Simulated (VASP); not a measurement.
Input of a VASP 6.6.1 run:

File INCAR:

```
SYSTEM = GaP
  ALGO = Normal
  EDIFF = 1E-6
  ENCUT = 520
  GGA = CA
  ISIF = 2
  ISMEAR = 0
  LASPH = .TRUE.
  LCHARG = .TRUE.
  LELF = .TRUE.
  LREAL = .FALSE.
  LVHAR = .TRUE.
  LWAVE = .FALSE.
  NBANDS = 26
  NELM = 60
  PREC = Accurate
  SIGMA = 0.05
```

Contents of KPOINTS:

```
k-points
0
G
  9 9 9
  0 0 0
```

File POSCAR:

```
GaP
1.0
    1.8917535188      1.0922044033      6.6751153494
   -1.8917535188      1.0922044033      6.6751153494
    0.0000000000     -2.1844088066      6.6751153494
Ga P
2 2
Direct
    0.4359784395      0.4359784395      0.4359784395
    0.5640215605      0.5640215605      0.5640215605
    0.0580350955      0.0580350955      0.0580350955
    0.9419649045      0.9419649045      0.9419649045
```

Potentials or basis: VASP PAW LDA potentials, release 64 (Ga_d, P).

Run with:

```sh
$ cat potpaw_LDA.64/Ga_d/POTCAR potpaw_LDA.64/P/POTCAR > POTCAR
$ mpirun -np 1 vasp_std > vasp.out
```

(1) What does it give for the band gap on the k mesh?

(2) What does it give for the largest force?

(3) Predict the pressure.

Results:

(1) 0.52 eV (least direct gap 0.70 eV).

(2) 0.598 eV/Å.

(3) -3.8 GPa.

Caveat: the stress differs along the axes, from -11 to -0 GPa; semilocal functionals underestimate gaps, and a narrow one can read as zero.
